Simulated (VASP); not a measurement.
# P (Cmce) in VASP: further runs, part 2 of 2

VASP 6.6.1. Earlier steps stand in the parts before.

## (3) Relaxation of cell and atoms, PBE, target pressure 20 GPa, at which the enthalpy is minimised

INCAR

```
SYSTEM = P
PREC     = Accurate       ! precision mode
ENCUT    = 600            ! plane-wave cutoff, eV
EDIFF    = 1E-6           ! SCF threshold, eV
ISMEAR   = -1             ! smearing method
SIGMA    = 0.05           ! smearing width, eV
LREAL    = .False.        ! projectors in reciprocal space
LASPH    = .True.         ! aspherical terms in the spheres
NELM     = 100            ! most SCF steps
ALGO     = Normal         ! electronic algorithm
ISIF     = 3              ! what is computed and relaxed
LWAVE    = .False.        ! write WAVECAR
LCHARG   = .False.        ! write CHGCAR
GGA      = PE             ! functional
IBRION   = 2              ! ionic algorithm
NSW      = 60             ! ionic steps
EDIFFG   = -0.01          ! ionic threshold
PSTRESS  = 200.0
```

KPOINTS

```
Automatic mesh
0
Gamma
  8 8 6
  0 0 0
```

POSCAR

```
P
1.0
    1.6477431241     -5.4650377251      0.0000000000
    1.6477431241      5.4650377251      0.0000000000
    0.0000000000      0.0000000000      4.5436355900
P
4
Direct
    0.9041431300      0.0958568700      0.5888151700
    0.0958568700      0.9041431300      0.4111848300
    0.5958568700      0.4041431300      0.0888151700
    0.4041431300      0.5958568700      0.9111848300
```

Potentials or basis: VASP PAW PBE potentials, release 64 (P).

On the command line:

```console
$ cat potpaw_PBE.64/P/POTCAR > POTCAR
$ mpirun -np 1 vasp_std > vasp.out
```

OUTCAR:

```text
SYSTEM = P
   PREC = Accurate
   ENCUT = 600
   EDIFF = 1E-6
   ISMEAR = -1
   LREAL = .False.
   LASPH = .True.
   NELM = 100
   ISIF = 3
   GGA = PE
   IBRION = 2
   NSW = 60
   EDIFFG = -0.01
   PSTRESS = 200.0

 ion  position               nearest neighbor table
   1  0.904  0.096  0.589-   4 2.20   4 2.20   2 2.25
   2  0.096  0.904  0.411-   3 2.20   3 2.20   1 2.25
   3  0.596  0.404  0.089-   2 2.20   2 2.20   4 2.25
   4  0.404  0.596  0.911-   1 2.20   1 2.20   3 2.25

  LATTYP: Found a base centered orthorhombic cell.
 ALAT       =     3.2954862482
 B/A-ratio  =     3.3166806435
 C/A-ratio  =     1.3787451222

  Lattice vectors:

 A1 = (   1.6477431241,  -5.4650377251,   0.0000000000)
 A2 = (   1.6477431241,   5.4650377251,   0.0000000000)
 A3 = (   0.0000000000,   0.0000000000,   4.5436355900)
[... 187 lines left out ...]
 cond. band min:       5.9927652089   @ k =   0.5000   0.5000   0.0000
 fundamental gap:      0.1099930552
 Fermi energy:         5.9376852271
[... 929 lines left out ...]
      3      -1.9160      2.00000
      4       1.0652      2.00000
      5       1.7811      2.00000
      6       2.2171      2.00000
      7       4.0215      2.00000
      8       4.5855      2.00000
      9       6.0167      2.00000
     10       6.6813      2.00000
     11       9.5994      0.00000
     12      10.2304      0.00000
     13      11.3249      0.00000
     14      12.2480      0.00000

 [... further k-points ...]

[... ionic steps 4 to 20 ...]

--------------------------------------- Ionic step       21  -------------------------------------------

 number of electron      20.0000000 magnetization

------------------------ aborting loop because EDIFF is reached ----------------------------------------
[... 75 lines left out ...]
--------------------------------------- Ionic step       23  -------------------------------------------

 number of electron      20.0000000 magnetization

 Free energy of the ion-electron system (eV)
  ---------------------------------------------------
  ext. energy  EPLUGINS =         0.00000000
  ---------------------------------------------------
  free energy    TOTEN  =       -20.41945257 eV

  energy without entropy =      -20.41217154  energy(sigma->0) =      -20.41581205

 E-fermi :  10.5124     XC(G=0): -11.5719

 val. band max:       10.5020400241   @ k =  -0.3750   0.3750   0.1667
 cond. band min:      10.5271960783   @ k =   0.5000   0.5000   0.1667
 fundamental gap:      0.0251560541
 Fermi energy:        10.5123632270
[... 443 lines left out ...]
  energy  without entropy=      -20.4121715390  energy(sigma->0) =      -20.41581205

  enthalpy is  TOTEN    =       -13.6016094285 eV   P V=        6.8178431391

 reached required accuracy - stopping structural energy minimisation
```

It took 11 min on 1 thread of Intel Xeon 6975P-C (Granite Rapids), shared host; peak memory 0.33 GiB.

Results:

```
Free energy                                                : -20.4195 eV
Relaxed volume                                             : 13.65 Å³/atom
Relaxed cell                                               : a = 4.970 Å, b = 4.970 Å, c = 3.504 Å, α = 90.00°, β = 90.00°, γ = 140.89°
Space group after relaxing (to 0.1 Å)                      : Cmce (No. 64)
Energy change on relaxing (the run minimises the enthalpy) : +268.0 meV/atom
Ionic steps                                                : 23
Pressure after relaxing                                    : 20.0 GPa
Largest force after relaxing                               : 0.009 eV/Å
Band gap on the k mesh                                     : zero (bands 10 and 11 overlap by 1.50 eV)
```

Forces on the atoms (eV/Å):
```
P    0.000  0.004 -0.009
P    0.000 -0.004  0.009
P    0.000 -0.004 -0.009
P    0.000  0.004  0.009
```

Step by step:
| step | energy change (eV) | largest force (eV/Å) | pressure (GPa) | volume (Å³) |
| --- | --- | --- | --- | --- |
| 1 | 0.0000 | 0.2863 | 1.68 | 81.83 |
| 2 | 3.3571 | 5.1617 | 58.32 | 57.14 |
| 3 | 0.7285 | 1.9982 | 19.69 | 69.13 |
| 4 | 0.6803 | 1.4450 | 19.04 | 64.24 |
| 5 | 1.2752 | 0.7173 | 20.93 | 54.81 |
| 6 | 1.3129 | 1.0724 | 19.49 | 53.86 |
| 7 | 1.2068 | 0.5034 | 19.43 | 54.26 |
| 8 | 1.2291 | 0.3575 | 22.16 | 53.64 |
| 9 | 1.2501 | 0.3486 | 23.13 | 53.44 |
| 10 | 0.9898 | 0.2443 | 17.06 | 55.41 |
| 11 | 1.0783 | 0.0844 | 19.30 | 54.63 |
| 12 | 1.0802 | 0.0597 | 19.92 | 54.59 |
| 13 | 1.0805 | 0.0628 | 19.95 | 54.59 |
| 14 | 1.0846 | 0.0029 | 20.14 | 54.55 |
| 15 | 1.0863 | 0.0192 | 20.21 | 54.53 |
| 16 | 1.0834 | 0.0272 | 20.17 | 54.55 |
| 17 | 1.0750 | 0.0544 | 20.01 | 54.61 |
| 18 | 1.0612 | 0.1002 | 19.67 | 54.71 |
| 19 | 1.0631 | 0.0674 | 19.77 | 54.69 |
| 20 | 1.0659 | 0.0275 | 19.90 | 54.67 |
| 21 | 1.0665 | 0.0206 | 19.92 | 54.66 |
| 22 | 1.0678 | 0.0165 | 19.95 | 54.65 |
| 23 | 1.0719 | 0.0093 | 20.04 | 54.62 |

Final structure:
```xyz
4
Lattice="1.6637 -4.6838 0.0000 1.6637 4.6838 0.0000 0.0000 0.0000 3.5044" Properties=species:S:1:pos:R:3 pbc="T T T"
P     1.6637   -3.5898    1.9008
P     1.6637    3.5898    1.6036
P     1.6637   -1.0940    0.1486
P     1.6637    1.0940    3.3558
```

Levels at points of the mesh, in eV from the Fermi level:
```csv
k point,band 8,band 9,band 10,band 11,band 12,band 13
"(0.00, 0.00, 0.00)",-2.75,-2.29,-1.03,1.83,2.18,2.87
"(0.50, 0.00, 0.00)",-2.51,-1.81,-1.81,0.36,0.36,1.97
"(0.50, 0.50, 0.00)",-2.66,-2.20,-1.47,-0.47,1.74,3.10
"(0.00, 0.00, 0.50)",-2.93,-0.02,-0.02,0.40,0.40,1.23
"(0.50, 0.00, 0.50)",-6.84,-2.36,-2.36,1.25,1.25,7.24
"(0.50, 0.50, 0.50)",-1.97,-0.57,-0.57,0.99,0.99,1.69
```

Caveat: the cell is relaxed towards a set pressure, so the run minimises the enthalpy, not the energy; the volume moved by over 15 % at a fixed basis, so the end points are rough.

The gap in the log of VASP goes by the Fermi energy; the results here count the filled bands.